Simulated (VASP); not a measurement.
Runs of VASP 6.6.1 on In. The structure is that of space group I4/mmm (No. 139), or close to it. The cells are those of the table. 

| cell | further INCAR settings | gap on the mesh (eV) | pressure (GPa) |
| --- | --- | --- | --- |
| a = 3.397 Å, angles 124.0, 124.0, 83.2°, 1 atom | ALGO = Fast; EDIFF = 1e-07; NBANDS = 12 | none | 2.6 |
| a = 3.264 Å, angles 116.0, 116.0, 97.0°, 1 atom | ALGO = Fast; EDIFF = 1e-06; NBANDS = 12 | none | (a) |
| a = 3.193 Å, angles 116.0, 116.0, 97.0°, 1 atom | ALGO = Fast; EDIFF = 1e-07; NBANDS = 12 | none | 6.2 |
| a = 3.216 Å, angles 118.0, 118.0, 93.6°, 1 atom | ALGO = Fast; EDIFF = 1e-07; NBANDS = 12 | none | 6.2 |
| a = 3.287 Å, angles 118.0, 118.0, 93.6°, 1 atom | ALGO = Fast; EDIFF = 1e-06; NBANDS = 12 | none | 2.4 |

Alike in all rows: task single point; level PBE; potentials or basis VASP PAW PBE potentials, release 64 (In_d); no spin polarisation; k mesh 20 × 20 × 20; cutoff (eV) 520; smearing gaussian 0.15 eV.

**Question.** Fill in the values left out.

**Answer.** (a) 2.5.

Caveats: spin-orbit coupling is left out, which moves the levels of the heavy elements; the cell stands under pressure (at least some runs).

A k mesh can miss the band edges, and the runs leave out spin-orbit coupling on In.

A gap of «none» marks levels without a gap at the run's occupations.
